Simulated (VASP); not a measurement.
**ZrC: single point with PBE+D3(BJ)**

ZrC, a slab with vacuum:

```
CELL_PARAMETERS angstrom
6.60854 0.00000 0.00000
-3.30427 5.72316 0.00000
0.00000 0.00000 26.96041
ATOMIC_POSITIONS crystal
Zr 0.16667 0.33333 0.29673
Zr 0.16667 0.83333 0.29673
Zr 0.66667 0.33333 0.29673
Zr 0.66667 0.83333 0.29673
Zr 0.50000 0.50000 0.39680
Zr 0.50000 0.00000 0.39680
Zr 0.00000 0.50000 0.39680
Zr 0.00000 0.00000 0.39680
Zr 0.83333 0.66667 0.50008
Zr 0.83401 0.16701 0.49652
Zr 0.33299 0.66599 0.49652
Zr 0.33299 0.16701 0.49652
C 0.33333 0.16667 0.34677
C 0.33333 0.66667 0.34677
C 0.83333 0.16667 0.34677
C 0.83333 0.66667 0.34677
C 0.66607 0.33215 0.44551
C 0.66607 0.83393 0.44551
C 0.16667 0.33333 0.44470
C 0.16785 0.83393 0.44551
C 0.00438 0.49562 0.53720
C 0.00438 0.00876 0.53720
C 0.49124 0.49562 0.53720
C 0.50000 0.00000 0.54521
```

| Item | Value |
| --- | --- |
| Program | VASP 6.6.1 |
| Task | single point |
| Functional | PBE |
| Dispersion | D3(BJ) |
| Potentials or basis | VASP PAW PBE potentials, release 64 (Zr_sv, C) |
| Cutoff | 520 eV |
| k mesh | 3 × 3 × 1 |
| Occupations | gaussian, width 0.1 eV |
| Spin | no spin polarisation |
| Dipole correction | yes |
| Further INCAR settings | LREAL = Auto; ALGO = Normal; EDIFF = 1e-06; NBANDS = 114 |

```yaml
Largest_force: 1.666 eV/Å
Band_gap_on_the_k_mesh: zero (band 96 reaches -0.56 eV, above the bottom of band 97 at -0.87 eV)
Dispersion_energy_per_atom: -0.294 eV
```

Forces on the atoms (eV/Å):
```
Zr   0.000  0.000  1.571
Zr   0.031  0.018  1.501
Zr   0.000 -0.036  1.501
Zr  -0.031  0.018  1.501
Zr   0.184  0.106 -0.003
Zr   0.000  0.000  0.104
Zr  -0.184  0.106 -0.003
Zr   0.000 -0.213 -0.003
Zr   0.000  0.000 -0.392
Zr  -0.274 -0.158 -0.248
Zr   0.000  0.316 -0.248
Zr   0.274 -0.158 -0.248
C   -0.079  0.045 -1.664
C    0.000 -0.091 -1.664
C    0.079  0.045 -1.664
C    0.000  0.000 -1.594
C    0.000  0.076  0.116
C    0.066 -0.038  0.116
C    0.000  0.000  0.660
C   -0.066 -0.038  0.116
C    0.014 -0.008  0.299
C    0.000  0.016  0.299
C   -0.014 -0.008  0.299
C    0.000  0.000 -0.353
```

Levels at points of the mesh, in eV from the Fermi level:
| k point | band 93 | band 94 | band 95 | band 96 | band 97 | band 98 | band 99 | band 100 |
| --- | --- | --- | --- | --- | --- | --- | --- | --- |
| (0.00, 0.00, 0.00) | 0.10 | 0.10 | 0.20 | 0.28 | 0.28 | 0.34 | 0.34 | 0.35 |

Wall time 39 min on 1 thread of Intel(R) Xeon(R) Platinum 8259CL CPU @ 2.50GHz (Skylake/Cascade Lake), on a shared host, peak memory 1.1 GiB.

Caveat: the k points lie up to 0.37 Å⁻¹ apart.
